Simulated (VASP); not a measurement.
Al2Cu, 6 atoms in the cell. Symmetry: Fd-3m, No. 227, cubic system. The conventional cell has a = 10.518 Å, b = 10.518 Å, c = 10.518 Å, α = 90.00°, β = 90.00°, γ = 90.00°. Al (site symmetry -3m) has 2 Cu at 2.28 Å within 3.0 Å. Within 3.0 Å of Cu (site symmetry -43m) lie 4 Al at 2.28 Å. The cell was built from a structure type or drawn by symmetry, and may not be a known phase.

```yaml
Program: VASP 6.6.1
Task: single point
Functional: PBE
Potentials_or_basis: VASP PAW PBE potentials, release 64 (Al, Cu)
Cutoff: 520 eV
k_mesh: 6 × 6 × 6
Occupations: gaussian, width 0.1 eV
Spin: no spin polarisation
Dipole_correction: no
Further_INCAR_settings: ALGO = Fast; EDIFF = 1e-06; NBANDS = 26
```

Potentials or basis: VASP PAW PBE potentials, release 64 (Al, Cu).

The run is started by

```console
$ cat potpaw_PBE.64/Al/POTCAR potpaw_PBE.64/Cu/POTCAR > POTCAR
$ mpirun -np 1 vasp_std > vasp.out
```

Hardware: 1 thread of AMD EPYC 9R45 96-Core Processor (Zen 5) (shared host).

Task: Estimate the wall time of this run.

Result: Wall time 2.1 min on 1 thread of AMD EPYC 9R45 96-Core Processor (Zen 5) (shared host), peak memory 0.42 GiB. Counts: scf iterations 20, k points 16.
